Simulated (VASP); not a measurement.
**Hf: single point with LDA**

Crystal: Hf.

```xyz
3
Lattice="5.0597 0.0000 0.0000 -2.5298 4.3818 0.0000 0.0000 0.0000 3.1468" Properties=species:S:1:pos:R:3 pbc="T T T"
Hf    0.0000    0.0000    0.0000
Hf    0.0000    2.9212    1.5734
Hf    2.5298    1.4606    1.5734
```

```
Program                : VASP 6.6.1
Task                   : single point
Functional             : LDA
Potentials or basis    : VASP PAW LDA potentials, release 64 (Hf_pv)
Cutoff                 : 520 eV
k mesh                 : 6 × 6 × 9
Occupations            : fermi-dirac, width 0.05 eV
Spin                   : no spin polarisation
Dipole correction      : no
Further INCAR settings : ALGO = Fast; EDIFF = 1e-07; NBANDS = 22
```

- Pressure: -11.8 GPa
- Band gap on the k mesh: zero (band 15 reaches 4.59 eV, above the bottom of band 16 at 3.78 eV)

Stress tensor (GPa, compression positive):
```
-12.07   0.00   0.00
  0.00 -12.07   0.00
  0.00   0.00 -11.12
```

Levels at points of the mesh, in eV from the Fermi level:
```
           k point  band 13  band 14  band 15  band 16  band 17  band 18
(0.00, 0.00, 0.00)    -0.59    -0.59    -0.53    -0.53     1.01     2.00
(0.50, 0.00, 0.00)    -0.38    -0.36    -0.30     0.21     0.81     1.04
```

Run time: 32 s on 1 thread of Intel(R) Xeon(R) 6975P-C (Granite Rapids), on a shared host, peak memory 0.18 GiB.

Caveat: spin-orbit coupling is left out, which moves the levels of the heavy elements.
